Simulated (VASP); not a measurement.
Runs of VASP 6.6.1 on ZnSe. The structure is that of space group F-43m (No. 216), or close to it. The cells are those of the table. 

```csv
task,cell,gap on the mesh (eV),pressure (GPa)
single point,"a = 3.773 Å, angles 60.0°, 2 atoms",2.07,20.4
single point,"a = 4.053 Å, angles 60.0°, 2 atoms",(b),0.2
single point,"a = 3.693 Å, angles 60.0°, 2 atoms",2.30,30.6
relaxation of cell and atoms,"relaxed to 10 GPa from a = 4.008 Å, angles 60.0°, 2 atoms",1.68,9.9
relaxation of cell and atoms,"relaxed to 30 GPa from a = 4.008 Å, angles 60.0°, 2 atoms",2.31,30.0
relaxation of cell and atoms,"relaxed to 20 GPa from a = 4.008 Å, angles 60.0°, 2 atoms",2.05,19.8
single point,"a = 3.881 Å, angles 60.0°, 2 atoms",1.69,10.3
single point,"a = 3.629 Å, angles 60.0°, 2 atoms",(a),40.7
```

Alike in all rows: level PBE; potentials or basis VASP PAW PBE potentials, release 64 (Zn, Se); no spin polarisation; k mesh 6 × 6 × 6; cutoff (eV) 500; smearing gaussian 0.01 eV.

Problem. Fill in the values left out.

Solution. (a) 2.13; (b) 1.15.

Caveats: the cell stands under pressure (at least some runs); the cell is relaxed towards a set pressure, so the run minimises the enthalpy, not the energy (at least some runs).

A k mesh can miss the band edges, and the runs leave out spin-orbit coupling on Se.
